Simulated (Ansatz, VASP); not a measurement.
NbTe in VASP and in Ansatz

Contents of INCAR:

```
  PREC = Accurate
  ENCUT = 520
  EDIFF = 1E-6
  ISMEAR = 0
  SIGMA = 0.05
  LREAL = False
  LASPH = True
  NELM = 150
  ALGO = Normal
  ISIF = 2
  LWAVE = False
  LCHARG = False
  ISPIN = 2
  MAGMOM = 0.83 0
  LORBIT = 11
  LMAXMIX = 4
  GGA = PE
  NBANDS = 20
```

The input KPOINTS:

```
regular mesh
0
Gamma
  10 10 10
```

Contents of POSCAR:

```
NbTe
1.0
    0.0000000000      2.8559309941      2.8559309941
    2.8559309941      0.0000000000      2.8559309941
    2.8559309941      2.8559309941      0.0000000000
Nb Te
1 1
Direct
    0.5000000000      0.5000000000      0.5000000000
    0.0000000000      0.0000000000      0.0000000000
```

Input for Ansatz:

```yaml
crystal:
  lattice:
    - [0.0, 2.8559309941, 2.8559309941]
    - [2.8559309941, 0.0, 2.8559309941]
    - [2.8559309941, 2.8559309941, 0.0]
  atoms:
    - { symbol: Nb, position: [0.5, 0.5, 0.5], spin: 0.83 }
    - { symbol: Te, position: [0.0, 0.0, 0.0] }
basis:
  ecutwfc: 420
  ecutrho_ratio: 4
kpoints:
  mp_grid: { grid: [10, 10, 10] }
hamiltonian:
  xc: pbe
scf:
  occupations: { method: gaussian, width: 0.05 }
output:
  forces: true
  stress: true
  eigenvalues: true
  populations: true
magnetization:
  spin_polarized: true
```

Alike in both runs: task single point; functional PBE; k mesh 10 × 10 × 10; occupations gaussian, width 0.05 eV; collinear spin.

```csv
,VASP,Ansatz
version,VASP 6.6.1,Ansatz 0.2.0
potentials or method,"VASP PAW PBE potentials, release 64 (Nb_sv, Te), cutoff 520 eV","scalar-relativistic, plane waves, PAW"
valence electrons in the cell,19,29
```

Ansatz gave:

| Quantity | Value |
| --- | --- |
| gap on the k mesh at the Fermi level (eV) | none |
| pressure (GPa) | 0.0 |
| net moment per atom (μB) | 0.49 |
| size of the moment on the site where the two differ most (μB) | 0.74 |

Problem. What did VASP give for the same quantities?

Solution. gap on the k mesh at the Fermi level (eV): none; pressure (GPa): -0.1; net moment per atom (μB): 0.49; size of the moment on the site where the two differ most (μB): 0.75.

Site moments also hang on the region over which each program counts them. A gap of «none» marks a metal or a gap that the smearing closes. The functional is the same, so the differences come from potentials, cutoffs and numerics. VASP's potentials hold 19 valence electrons a cell and Ansatz's 29, so a difference there can come from the potentials and not from the codes.

Neither program's run includes spin-orbit coupling.
